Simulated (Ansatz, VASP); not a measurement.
V: VASP beside Ansatz

POSCAR

```
V
1.0
   -1.4910375985      1.4910375985      1.4910375985
    1.4910375985     -1.4910375985      1.4910375985
    1.4910375985      1.4910375985     -1.4910375985
V
1
Direct
    0.0000000000      0.0000000000      0.0000000000
```

File INCAR.step1:

```
SYSTEM = V
ALGO = Normal
EDIFF = 1E-4
ENCUT = 520
GGA = PE
ISMEAR = 0
ISPIN = 2
LASPH = .True.
LCHARG = .False.
LMAXMIX = 4
LREAL = .False.
LWAVE = .True.
MAGMOM = 0.05
NBANDS = 16
NELM = 150
PREC = Accurate
SIGMA = 0.05
```

INCAR.step2

```
SYSTEM = V
ALGO = Normal
EDIFF = 1E-6
ENCUT = 520
ISIF = 2
ISMEAR = 0
ISPIN = 2
ISTART = 1
LASPH = .True.
LCHARG = .False.
LMAXMIX = 4
LMIXTAU = .True.
LORBIT = 11
LREAL = .False.
LWAVE = .False.
MAGMOM = 0.05
METAGGA = R2SCAN
NBANDS = 16
NELM = 150
PREC = Accurate
SIGMA = 0.05
```

Contents of KPOINTS:

```
k-points
0
Gamma
  20 20 20
  0 0 0
```

Input for Ansatz:

```yaml
crystal:
  lattice:
    - [-1.4910375985, 1.4910375985, 1.4910375985]
    - [1.4910375985, -1.4910375985, 1.4910375985]
    - [1.4910375985, 1.4910375985, -1.4910375985]
  atoms:
    - { symbol: V, position: [0.0, 0.0, 0.0], spin: 0.05 }
basis:
  ecutwfc: 500
  ecutrho_ratio: 4
kpoints:
  mp_grid: { grid: [20, 20, 20] }
hamiltonian:
  xc: r2scan
scf:
  occupations: { method: gaussian, width: 0.05 }
output:
  forces: true
  stress: true
  eigenvalues: true
  populations: true
magnetization:
  spin_polarized: true
```

Alike in both runs: task single point; functional r2SCAN; k mesh 20 × 20 × 20; occupations gaussian, width 0.05 eV; collinear spin.

|  | VASP | Ansatz |
| --- | --- | --- |
| version | VASP 6.6.1 | Ansatz 0.2.0 |
| potentials or method | VASP PAW PBE potentials, release 64 (V_sv), cutoff 520 eV | scalar-relativistic, plane waves, PAW |
| valence electrons in the cell | 13 | 13 |

VASP gave:

```
gap on the k mesh at the Fermi level (eV)                     : none
pressure (GPa)                                                : 0.7
net moment per atom (μB)                                      : 0.00
size of the moment on the site where the two differ most (μB) : 0.00
```

Problem. What did Ansatz give for the same quantities?

Solution. gap on the k mesh at the Fermi level (eV): none; pressure (GPa): 0.0; net moment per atom (μB): 0.04; size of the moment on the site where the two differ most (μB): 0.03.

VASP's potentials were made for PBE, not for r2SCAN. Site moments also hang on the region over which each program counts them. A gap of «none» marks a metal or a gap that the smearing closes. The functional is the same, so the differences come from potentials, cutoffs and numerics. Ansatz's warnings: stability check not made.
